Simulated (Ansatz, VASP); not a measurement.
## Two plane-wave programs on Sb

```
Sb
1.0
     3.62915    0.00000    0.00000
    -1.81457    3.14293    0.00000
     0.00000    0.00000    4.59325
Sb
2
Direct
  0.33333 0.66667 0.25000
  0.66667 0.33333 0.75000
```

Alike in both runs: task single point; functional r2SCAN; k mesh 18 × 18 × 10; occupations gaussian, width 0.15 eV; no spin polarisation.

```csv
,VASP,Ansatz
version,VASP 6.6.1,Ansatz 0.2.0
potentials or method,"VASP PAW PBE potentials, release 64 (Sb), cutoff 520 eV","scalar-relativistic, plane waves, PAW"
valence electrons in the cell,10,30
```

Ansatz gave:

```
gap on the k mesh at the Fermi level (eV)                     : none
pressure (GPa)                                                : 4.5
traceless stress, the component that is largest in VASP (GPa) : -2.36
```

**Question.** Which values does VASP return?

**Answer.** gap on the k mesh at the Fermi level (eV): none; pressure (GPa): 4.4; traceless stress, the component that is largest in VASP (GPa): -2.28.

VASP's potentials were made for PBE, not for r2SCAN. A gap of «none» marks a metal or a gap that the smearing closes. VASP's potentials hold 10 valence electrons a cell and Ansatz's 30, so a difference there can come from the potentials and not from the codes.

Neither program's run includes spin-orbit coupling.
